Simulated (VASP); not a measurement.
# TlCl (Pm-3m) in VASP: a series of runs

Aim: see how the results for TlCl move with the level of theory and the settings. Levels: r2SCAN, PBE, LDA. Tasks: G0W0 quasiparticle levels.

Everything below comes from runs of VASP 6.6.1. Logs are shortened: lines on timing, memory, paths and dates and some standing lists are left out, and cuts for length are marked.

**1. The cell of the first run**

It takes space group Pm-3m (No. 221, cubic). The conventional cell has a = 3.839 Å, b = 3.839 Å, c = 3.839 Å, α = 90.00°, β = 90.00°, γ = 90.00°. Within 4.4 Å of Tl (site symmetry m-3m) lie 8 Cl at 3.32 Å and 6 Tl at 3.84 Å. Cl (site symmetry m-3m) has 8 Tl at 3.32 Å and 6 Cl at 3.84 Å within 4.4 Å.

**2. G0W0 quasiparticle levels, r2SCAN**

POSCAR reads:

```
TlCl
1.0
    3.8388256317      0.0000000000      0.0000000000
    0.0000000000      3.8388256317      0.0000000000
    0.0000000000      0.0000000000      3.8388256317
Tl Cl
1 1
Direct
    0.0000000000      0.0000000000      0.0000000000
    0.5000000000      0.5000000000      0.5000000000
```

INCAR.step1 reads:

```
SYSTEM = TlCl
PREC = Accurate
ENCUT = 500
EDIFF = 1E-8
ISMEAR = 0
SIGMA = 0.01
LREAL = .FALSE.
LASPH = .TRUE.
NELM = 80
ALGO = Normal
LWAVE = .TRUE.
LCHARG = .FALSE.
METAGGA = R2SCAN
LMIXTAU = .TRUE.
```

INCAR.step2 reads:

```
SYSTEM = TlCl
PREC = Accurate
ENCUT = 500
EDIFF = 1E-8
ISMEAR = 0
SIGMA = 0.01
LREAL = .FALSE.
LASPH = .TRUE.
NELM = 1
ALGO = Exact
LWAVE = .TRUE.
LCHARG = .FALSE.
METAGGA = R2SCAN
LMIXTAU = .TRUE.
NBANDS = 223
LOPTICS = .TRUE.
ISTART = 1
```

INCAR.step3 reads:

```
SYSTEM = TlCl
PREC = Accurate
ENCUT = 500
EDIFF = 1E-8
ISMEAR = 0
SIGMA = 0.01
LREAL = .FALSE.
LASPH = .TRUE.
ALGO = EVGW0
LWAVE = .FALSE.
LCHARG = .FALSE.
METAGGA = R2SCAN
LMIXTAU = .TRUE.
NELMGW = 1
NBANDS = 223
ENCUTGW = 140.0
NOMEGA = 96
PRECFOCK = Fast
ISTART = 1
NBANDSGW = 19
OMEGAMAX = 30
```

KPOINTS reads:

```
Automatic mesh
0
G
  4 4 4
  0 0 0
```

Potentials or basis: VASP PAW PBE potentials, release 64 (Tl_d_GW, Cl_GW).

The run is started by

```console
> cat potpaw_PBE.64/Tl_d_GW/POTCAR potpaw_PBE.64/Cl_GW/POTCAR > POTCAR
> cp INCAR.step1 INCAR
> mpirun -np 1 vasp_std > vasp.out
> cp INCAR.step2 INCAR
> mpirun -np 1 vasp_std > vasp.out
> cp INCAR.step3 INCAR
> mpirun -np 1 vasp_std > vasp.out
```

OUTCAR:

```text
SYSTEM = TlCl
   PREC = Accurate
   ENCUT = 500
   EDIFF = 1E-8
   ISMEAR = 0
   LREAL = .FALSE.
   LASPH = .TRUE.
   METAGGA = R2SCAN
   NELMGW = 1
   ENCUTGW = 140.0
   PRECFOCK = Fast
   ISTART = 1

 ion  position               nearest neighbor table
   1  0.000  0.000  0.000-
   2  0.500  0.500  0.500-

  LATTYP: Found a simple cubic cell.
 ALAT       =     3.8388256317

  Lattice vectors:

 A1 = (   3.8388256317,   0.0000000000,   0.0000000000)
 A2 = (   0.0000000000,   3.8388256317,   0.0000000000)
 A3 = (   0.0000000000,   0.0000000000,   3.8388256317)

Analysis of symmetry for initial positions (statically):
=====================================================================
 Subroutine PRICEL returns:
 Original cell was already a primitive cell.

 Routine SETGRP: Setting up the symmetry group for a
 simple cubic supercell.

 Subroutine GETGRP returns: Found 48 space group operations
 (whereof 48 operations were pure point group operations)
 out of a pool of 48 trial point group operations.

The static configuration has the point symmetry O_h .

Analysis of symmetry for dynamics (positions and initial velocities):
=====================================================================
 Subroutine PRICEL returns:
 Original cell was already a primitive cell.

 Routine SETGRP: Setting up the symmetry group for a
 simple cubic supercell.

 Subroutine GETGRP returns: Found 48 space group operations
 (whereof 48 operations were pure point group operations)
 out of a pool of 48 trial point group operations.

The dynamic configuration has the point symmetry O_h .

 Subroutine INISYM returns: Found 48 space group operations
 (whereof 48 operations are pure point group operations),
 and found     1 'primitive' translations

----------------------------------------------------------------------------------------

                                     Primitive cell

  volume of cell :      56.5712

  direct lattice vectors                    reciprocal lattice vectors
     3.838825632  0.000000000  0.000000000     0.260496333  0.000000000  0.000000000
     0.000000000  3.838825632  0.000000000     0.000000000  0.260496333  0.000000000
     0.000000000  0.000000000  3.838825632     0.000000000  0.000000000  0.260496333

  length of vectors
     3.838825632  3.838825632  3.838825632     0.260496333  0.260496333  0.260496333

  position of ions in fractional coordinates (direct lattice)
     0.000000000  0.000000000  0.000000000
     0.500000000  0.500000000  0.500000000

  ion indices of the primitive-cell ions
   primitive index   ion index
                 1           1
                 2           2

----------------------------------------------------------------------------------------

 KPOINTS: Automatic mesh

Automatic generation of k-mesh.
 Grid dimensions read from file:
 generate k-points for:    4    4    4

 Generating k-lattice:

  Cartesian coordinates                     Fractional coordinates (reciprocal lattice)
     0.065124083  0.000000000  0.000000000     0.250000000  0.000000000  0.000000000
     0.000000000  0.065124083  0.000000000     0.000000000  0.250000000  0.000000000
     0.000000000  0.000000000  0.065124083     0.000000000  0.000000000  0.250000000

  Length of vectors
     0.065124083  0.065124083  0.065124083

  Shift w.r.t. Gamma in fractional coordinates (k-lattice)
     0.000000000  0.000000000  0.000000000

 Subroutine IBZKPT returns following result:
 ===========================================

 Found     10 irreducible k-points:

 Following reciprocal coordinates:
            Coordinates               Weight
  0.000000  0.000000  0.000000      1.000000
  0.250000  0.000000  0.000000      6.000000
  0.500000  0.000000  0.000000      3.000000
  0.250000  0.250000  0.000000     12.000000
  0.500000  0.250000  0.000000     12.000000
  0.500000  0.500000  0.000000      3.000000
  0.250000  0.250000  0.250000      8.000000
  0.500000  0.250000  0.250000     12.000000
  0.500000  0.500000  0.250000      6.000000
  0.500000  0.500000  0.500000      1.000000
   k-points           NKPTS =     10   k-points in BZ     NKDIM =     64   number of bands    NBANDS=    223
   number of dos      NEDOS =    301   number of ions     NIONS =      2
   total plane-waves  NPLWV =  21952
   dimension x,y,z NGX =    28 NGY =   28 NGZ =   28
   dimension x,y,z NGXF=    56 NGYF=   56 NGZF=   56
   ions per type =               1   1
   NGX,Y,Z   is equivalent  to a cutoff of  12.13, 12.13, 12.13 a.u.
   NGXF,Y,Z  is equivalent  to a cutoff of  24.25, 24.25, 24.25 a.u.
 SYSTEM =  TlCl
   PREC   = accura    normal or accurate (medium, high low for compatibility)
   ISTART =      1    job   : 0-new  1-cont  2-samecut
   ICHARG =      0    charge: 1-file 2-atom 10-const
   ISPIN  =      1    spin polarized calculation?
   LNONCOLLINEAR =      F non collinear calculations
   LSORBIT =      F    spin-orbit coupling
   LASPH  =      T    aspherical Exc in radial PAW
   ENCUT  =  500.0 eV  36.75 Ry    6.06 a.u.   7.00  7.00  7.00*2*pi/ulx,y,z
   NELM   =     60;   NELMIN=  2; NELMDL=  0     # of ELM steps
   EDIFF  = 0.1E-07   stopping-criterion for ELM
   LREAL  =      F    real-space projection
   EDIFFG = 0.1E-06   stopping-criterion for IOM
   NSW    =      0    number of steps for IOM
   IBRION =     -1    ionic relax: 0-MD 1-quasi-New 2-CG
   NFREE  =      0    steps in history (QN), initial steepest desc. (CG)
   ISIF   =      0    stress and relaxation
   ISYM   =      3    0-nonsym 1-usesym 2-fastsym
   POTIM  = 0.5000    time-step for ionic-motion
   TEBEG  =    0.0;   TEEND  =   0.0 temperature during run
   PSTRESS=    0.0 pullay stress
   NELECT =      22.0000    total number of electrons
   NUPDOWN=      -1.0000    fix difference up-down
   EMIN   =  10.00;   EMAX   =-10.00  energy-range for DOS
   EFERMI =   0.00;   METHOD = LEGACY
   ISMEAR =     0;   SIGMA  =   0.01  broadening in eV -4-tet -1-fermi 0-gaus
   EFERMI_NEDOS =   21; number of points for ismear=-14 and -15
   IALGO  =     38    algorithm
   IMIX   =      4    mixing-type and parameters
     AMIX     =   0.40;   BMIX     =  1.00
     AMIX_MAG =   1.60;   BMIX_MAG =  1.00
  volume/ion in A,a.u.               =      28.29       190.88
  Fermi-wavevector in a.u.,A,eV,Ry     =   1.194953  2.258133 19.427918  1.427912
  Thomas-Fermi vector in A             =   2.330930
   LORBIT       =      0    0 simple, 1 ext, 2 COOP (PROOUT), +10 PAW based schemes
   METAGGA = R2SCAN    functional components
   LHFCALC =     T    Hartree Fock is set to
   PRECFOCK=fast      Normal, Fast or Accurate (Low or Medium for compatibility)
   ENCUT4O =  -1.0   cutoff for four orbital integrals eV
   NKREDX  =     1    reduce k-point grid by
   NKREDY  =     1    reduce k-point grid by
   NKREDZ  =     1    reduce k-point grid by
   AEXX    =    1.0000 exact exchange contribution
   HFSCREEN=    0.0000 screening length (either q_TF or 0.3 A-1)
   HFSCREENC=   0.0000 screening length for correlation (either q_TF or 0.3 A-1)
   ENCUTFOCK=  -1.0 apply spherical cutoff to Coloumb kernel
   IVDW    =     0    specifies the selected vdW correction
   LEPSILON=     F    determine dielectric tensor
   LRPA    =     F    only Hartree local field effects (RPA)
   LRPAFORCE           =     F    calculate RPA forces
   ENCUTGW             = 140.0    cutoff for response function in eV
   ENCUTGWSOFT         = 112.0    soft cutoff for Coulomb kernel in GW response function in eV
   ENCUTLF             =  -1.0    cutoff for local field effects
   NELMGW              =     1    number of iterations in solving QP/BSE equation
   NELMHF              =     1    number of iterations in the inner HF iteration
   NKREDLFX            =     1    NKREDLFY  =   1   NKREDLFZ  =   1
 non-spin polarized calculation
 Gauss-broadening in eV      SIGMA  =   0.01
  energy-cutoff  :      500.00
  volume of cell :       56.57
 maximum number of plane-waves:      1472
 NGX is ok and might be reduce to    28
  NGX = 16; NGY = 16; NGZ = 16
   NGX = 13   NGY = 13   NGZ = 13
 maximum number of plane-waves:       228

 QP shifts <psi_nk| G(iteration)W_0 |psi_nk>: iteration 1
 for sc-GW calculations column KS-energies equals QP-energies in previous step
 and V_xc(KS)=  KS-energies - (<T + V_ion + V_H > + <T+V_H+V_ion>^1  + <V_x>^1)

 k-point   1 :       0.0000    0.0000    0.0000
  band No.  KS-energies  QP-energies   sigma(KS)   V_xc(KS)     V^pw_x(r,r')   Z            occupation Imag(sigma)

      1    -127.0230    -136.8539     -27.6757     -14.7706     -34.7157       0.7618       2.0000       0.6431
      2     -13.8180     -13.7455     -15.6546     -15.7665     -23.9654       0.6472       2.0000       1.2050
      3      -9.7035     -11.9957     -19.9540     -16.9403     -23.6940       0.7606       2.0000       0.1307
      4      -9.7035     -11.9957     -19.9540     -16.9403     -23.6940       0.7606       2.0000       0.1307
      5      -9.4547     -11.7944     -20.2532     -17.2250     -24.0178       0.7727       2.0000       0.1319
      6      -9.4547     -11.7944     -20.2532     -17.2250     -24.0178       0.7727       2.0000       0.1319
[... 11 lines left out ...]
     18      15.2022      15.8086      -9.9471     -10.7273      -4.9166       0.7772       0.0000      -0.3784
     19      15.2022      15.8086      -9.9471     -10.7273      -4.9166       0.7772       0.0000      -0.3784

 k-point   2 :       0.2500    0.0000    0.0000
  band No.  KS-energies  QP-energies   sigma(KS)   V_xc(KS)     V^pw_x(r,r')   Z            occupation Imag(sigma)

      1    -127.0234    -136.7915     -27.6756     -14.7728     -34.7158       0.7571       2.0000       0.6432
      2     -13.6988     -13.6204     -15.7949     -15.9178     -24.0881       0.6381       2.0000       1.1556
      3      -9.6967     -11.9927     -19.9684     -16.9533     -23.7076       0.7615       2.0000       0.1303
      4      -9.6166     -11.9199     -20.0270     -17.0174     -23.7623       0.7653       2.0000       0.1349
      5      -9.4948     -11.8254     -20.1918     -17.1686     -23.9687       0.7709       2.0000       0.1415
      6      -9.4948     -11.8254     -20.1918     -17.1686     -23.9687       0.7709       2.0000       0.1415
[... 11 lines left out ...]
     18      15.1788      15.8383      -9.8290     -10.6704      -4.8489       0.7839       0.0000      -0.3504
     19      15.2836      15.7466      -9.1588      -9.7355      -4.1574       0.8027       0.0000      -0.4603
[... 142 lines left out ...]
      1    -127.0235    -136.7887     -27.6753     -14.7733     -34.7157       0.7569       2.0000       0.6437
      2     -13.3685     -13.2924     -16.1922     -16.3120     -24.3823       0.6357       2.0000       1.0416
      3      -9.5732     -11.8866     -20.0611     -17.0462     -23.8547       0.7673       2.0000       0.1568
      4      -9.5732     -11.8866     -20.0611     -17.0462     -23.8547       0.7673       2.0000       0.1568
      5      -9.5510     -11.8377     -20.0625     -17.0804     -23.8796       0.7668       2.0000       0.1605
      6      -9.4994     -11.8181     -20.1819     -17.1696     -23.9026       0.7698       2.0000       0.1283
[... 11 lines left out ...]
     18      17.0483      17.8976     -10.1910     -11.2582      -4.8912       0.7957       0.0000      -0.6354
     19      17.5787      18.3060     -10.7357     -11.6797      -5.0713       0.7704       0.0000      -0.6113

 k-point  10 :       0.5000    0.5000    0.5000
  band No.  KS-energies  QP-energies   sigma(KS)   V_xc(KS)     V^pw_x(r,r')   Z            occupation Imag(sigma)

      1    -127.0237    -136.6944     -27.6752     -14.7746     -34.7157       0.7496       2.0000       0.6438
      2     -13.2689     -13.1729     -16.2663     -16.4178     -24.4596       0.6333       2.0000       1.0254
      3      -9.6324     -11.9384     -19.9568     -16.9510     -23.7726       0.7672       2.0000       0.1777
      4      -9.6324     -11.9384     -19.9568     -16.9510     -23.7726       0.7672       2.0000       0.1777
      5      -9.6324     -11.9384     -19.9568     -16.9510     -23.7726       0.7672       2.0000       0.1777
      6      -9.3915     -11.7226     -20.3202     -17.3072     -24.0333       0.7737       2.0000       0.1269
[... 11 lines left out ...]
     18      17.7815      18.5670     -10.9294     -11.9275      -5.2086       0.7869       0.0000      -0.6516
     19      17.7815      18.5670     -10.9294     -11.9275      -5.2086       0.7869       0.0000      -0.6516
```

Wall time 12 min (1 thread of AMD EPYC 7R13 (Zen 3), shared host); peak memory 0.7 GiB.

What came out:

```yaml
Quasiparticle_gap: 3.51 eV
Least_direct_quasiparticle_gap: 3.51 eV
Band_gap_of_the_starting_levels_on_the_mesh: 2.52 eV
Least_direct_gap_of_the_starting_levels_on_the_mesh: 2.52 eV
```

Caveat: the k points lie up to 0.41 Å⁻¹ apart; bands, screening cutoff and mesh are small and nothing is extrapolated, so the quasiparticle values aren't converged; spin-orbit coupling is left out, which moves the levels of the heavy elements.

**3. G0W0 quasiparticle levels, PBE**

POSCAR is that of step 2.

INCAR.step1 reads:

```
SYSTEM = TlCl
  PREC = Accurate
  ENCUT = 500
  EDIFF = 1E-8
  ISMEAR = 0
  SIGMA = 0.01
  LREAL = .False.
  LASPH = .True.
  NELM = 60
  ALGO = Normal
  LWAVE = .True.
  LCHARG = .False.
  GGA = PE
```

INCAR.step2 reads:

```
SYSTEM = TlCl
  PREC = Accurate
  ENCUT = 500
  EDIFF = 1E-8
  ISMEAR = 0
  SIGMA = 0.01
  LREAL = .False.
  LASPH = .True.
  NELM = 1
  ALGO = Exact
  LWAVE = .True.
  LCHARG = .False.
  GGA = PE
  NBANDS = 223
  LOPTICS = .True.
  ISTART = 1
```

INCAR.step3 reads:

```
SYSTEM = TlCl
  PREC = Accurate
  ENCUT = 500
  EDIFF = 1E-8
  ISMEAR = 0
  SIGMA = 0.01
  LREAL = .False.
  LASPH = .True.
  ALGO = EVGW0
  LWAVE = .False.
  LCHARG = .False.
  GGA = PE
  NELMGW = 1
  NBANDS = 223
  ENCUTGW = 140.0
  NOMEGA = 96
  PRECFOCK = Fast
  ISTART = 1
  NBANDSGW = 19
  OMEGAMAX = 20
```

KPOINTS reads:

```
regular mesh
0
Gamma
  4 4 4
  0 0 0
```

Potentials or basis: VASP PAW PBE potentials, release 64 (Tl_d_GW, Cl_GW).

The run is started by

```console
> cat potpaw_PBE.64/Tl_d_GW/POTCAR potpaw_PBE.64/Cl_GW/POTCAR > POTCAR
> cp INCAR.step1 INCAR
> mpirun -np 1 vasp_std > vasp.out
> cp INCAR.step2 INCAR
> mpirun -np 1 vasp_std > vasp.out
> cp INCAR.step3 INCAR
> mpirun -np 1 vasp_std > vasp.out
```

OUTCAR:

```text
SYSTEM = TlCl
   PREC = Accurate
   ENCUT = 500
   EDIFF = 1E-8
   ISMEAR = 0
   LREAL = .False.
   LASPH = .True.
   GGA = PE
   NELMGW = 1
   ENCUTGW = 140.0
   PRECFOCK = Fast
   ISTART = 1

 ion  position               nearest neighbor table
   1  0.000  0.000  0.000-
   2  0.500  0.500  0.500-

  LATTYP: Found a simple cubic cell.
 ALAT       =     3.8388256317

  Lattice vectors:

 A1 = (   3.8388256317,   0.0000000000,   0.0000000000)
 A2 = (   0.0000000000,   3.8388256317,   0.0000000000)
 A3 = (   0.0000000000,   0.0000000000,   3.8388256317)

[... 148 lines left out ...]
   LEPSILON=     F    determine dielectric tensor
   LRPA    =     F    only Hartree local field effects (RPA)
   LRPAFORCE           =     F    calculate RPA forces
   ENCUTGW             = 140.0    cutoff for response function in eV
   ENCUTGWSOFT         = 112.0    soft cutoff for Coulomb kernel in GW response function in eV
   ENCUTLF             =  -1.0    cutoff for local field effects
   NELMGW              =     1    number of iterations in solving QP/BSE equation
   NELMHF              =     1    number of iterations in the inner HF iteration
   NKREDLFX            =     1    NKREDLFY  =   1   NKREDLFZ  =   1
 non-spin polarized calculation
 Gauss-broadening in eV      SIGMA  =   0.01
  energy-cutoff  :      500.00
  volume of cell :       56.57
 maximum number of plane-waves:      1472
 NGX is ok and might be reduce to    28
  NGX = 16; NGY = 16; NGZ = 16
   NGX = 13   NGY = 13   NGZ = 13
 maximum number of plane-waves:       228

 QP shifts <psi_nk| G(iteration)W_0 |psi_nk>: iteration 1
 for sc-GW calculations column KS-energies equals QP-energies in previous step
 and V_xc(KS)=  KS-energies - (<T + V_ion + V_H > + <T+V_H+V_ion>^1  + <V_x>^1)

 k-point   1 :       0.0000    0.0000    0.0000
  band No.  KS-energies  QP-energies   sigma(KS)   V_xc(KS)     V^pw_x(r,r')   Z            occupation Imag(sigma)

      1    -124.2985    -135.8846     -27.4189     -11.8227     -34.7091       0.7429       2.0000       0.5665
      2     -12.8870     -13.2737     -15.4060     -14.8054     -23.9622       0.6438       2.0000       1.1393
      3      -9.0685     -11.7287     -19.7435     -16.1576     -23.6472       0.7419       2.0000       0.1076
      4      -9.0685     -11.7287     -19.7435     -16.1576     -23.6472       0.7419       2.0000       0.1076
      5      -8.8259     -11.5358     -20.0475     -16.4460     -23.9663       0.7524       2.0000       0.1127
      6      -8.8259     -11.5358     -20.0475     -16.4460     -23.9663       0.7524       2.0000       0.1127
[... 205 lines left out ...]
      5      -9.0051     -11.6844     -19.7374     -16.1665     -23.7125       0.7503       2.0000       0.1625
      6      -8.7572     -11.4642     -20.1235     -16.5310     -23.9964       0.7535       2.0000       0.1092
[... 11 lines left out ...]
     18      17.3353      18.2222     -11.2128     -12.3751      -5.1940       0.7630       0.0000      -0.6690
     19      17.3353      18.2222     -11.2128     -12.3751      -5.1940       0.7630       0.0000      -0.6690
```

OUTCAR.step1:

```text
SYSTEM = TlCl
   PREC = Accurate
   ENCUT = 500
   EDIFF = 1E-8
   ISMEAR = 0
   LREAL = .False.
   LASPH = .True.
[... 384 lines left out ...]
      0.00000      0.00000      0.00000         0.000000      0.000000      0.000000
      1.91941      1.91941      1.91941         0.000000      0.000000      0.000000
 -----------------------------------------------------------------------------------
    total drift:                               -0.000000      0.000000      0.000000

  FREE ENERGIE OF THE ION-ELECTRON SYSTEM (eV)
  ---------------------------------------------------
  free  energy   TOTEN  =        -5.9978398880 eV

  energy  without entropy=       -5.9978398880  energy(sigma->0) =       -5.99783989
```

Wall time 7.4 min (1 thread of AMD EPYC 9R45 (Zen 5), shared host); peak memory 0.7 GiB.

What came out:

```yaml
Quasiparticle_gap: 3.20 eV
Least_direct_quasiparticle_gap: 3.20 eV
Band_gap_of_the_starting_levels_on_the_mesh: 2.09 eV
Least_direct_gap_of_the_starting_levels_on_the_mesh: 2.09 eV
```

Caveat: the k points lie up to 0.41 Å⁻¹ apart; bands, screening cutoff and mesh are small and nothing is extrapolated, so the quasiparticle values aren't converged; spin-orbit coupling is left out, which moves the levels of the heavy elements.

[end of part 1 of 3]
